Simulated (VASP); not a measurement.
A run of VASP 6.6.1:

Contents of INCAR:

```
  PREC = Accurate
  ENCUT = 520
  EDIFF = 1E-6
  ISMEAR = -1
  SIGMA = 0.05
  LREAL = F
  LASPH = T
  NELM = 80
  ALGO = Normal
  ISIF = 2
  LWAVE = F
  LCHARG = F
  GGA = CA
  NBANDS = 15
```

File KPOINTS:

```
Automatic mesh
0
Gamma
  10 10 10
```

Contents of POSCAR:

```
LaSb
1.0
    0.0000000000      3.2450000000      3.2450000000
    3.2450000000      0.0000000000      3.2450000000
    3.2450000000      3.2450000000      0.0000000000
La Sb
1 1
Direct
    0.0000000000      0.0000000000      0.0000000000
    0.5000000000      0.5000000000      0.5000000000
```

Potentials or basis: VASP PAW LDA potentials, release 64 (La, Sb).

Run with:

```console
$ cat potpaw_LDA.64/La/POTCAR potpaw_LDA.64/Sb/POTCAR > POTCAR
$ mpirun -np 1 vasp_std > vasp.out
```

Hardware: 1 thread of Intel(R) Xeon(R) 6975P-C (Granite Rapids), on a shared host.

**Question.** How long does it take, and how much memory?

**Answer.** Wall time 21 s on 1 thread of Intel(R) Xeon(R) 6975P-C (Granite Rapids), on a shared host, peak memory 0.21 GiB. Counts: scf iterations 12, k points 47.
